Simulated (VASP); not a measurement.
A run of VASP 6.6.1:

File INCAR:

```
  PREC = Accurate
  ENCUT = 520
  EDIFF = 1E-6
  ISMEAR = 1
  SIGMA = 0.02
  LREAL = F
  LASPH = T
  NELM = 60
  ALGO = Normal
  ISIF = 2
  LWAVE = F
  LCHARG = F
  GGA = PE
  NBANDS = 24
```

File KPOINTS:

```
Automatic mesh
0
Gamma
  14 14 14
```

POSCAR

```
AlNi3
1.0
    0.0000000000      2.8018887551      2.8018887551
    2.8018887551      0.0000000000      2.8018887551
    2.8018887551      2.8018887551      0.0000000000
Al Ni
1 3
Direct
    0.5000000000      0.5000000000      0.5000000000
    0.2500000000      0.2500000000      0.2500000000
    0.0000000000      0.0000000000      0.0000000000
    0.7500000000      0.7500000000      0.7500000000
```

Potentials or basis: VASP PAW PBE potentials, release 64 (Al, Ni).

Launch:

```sh
$ cat potpaw_PBE.64/Al/POTCAR potpaw_PBE.64/Ni/POTCAR > POTCAR
$ mpirun -np 1 vasp_std > vasp.out
```

Hardware: 1 thread of AMD EPYC 9R45 96-Core Processor (Zen 5), with other jobs on the host.

Problem. How long does it take, and how much memory?

Solution. Run time: 74 s on 1 thread of AMD EPYC 9R45 96-Core Processor (Zen 5), with other jobs on the host, peak memory 0.2 GiB. Counts: scf iterations 14, k points 104.
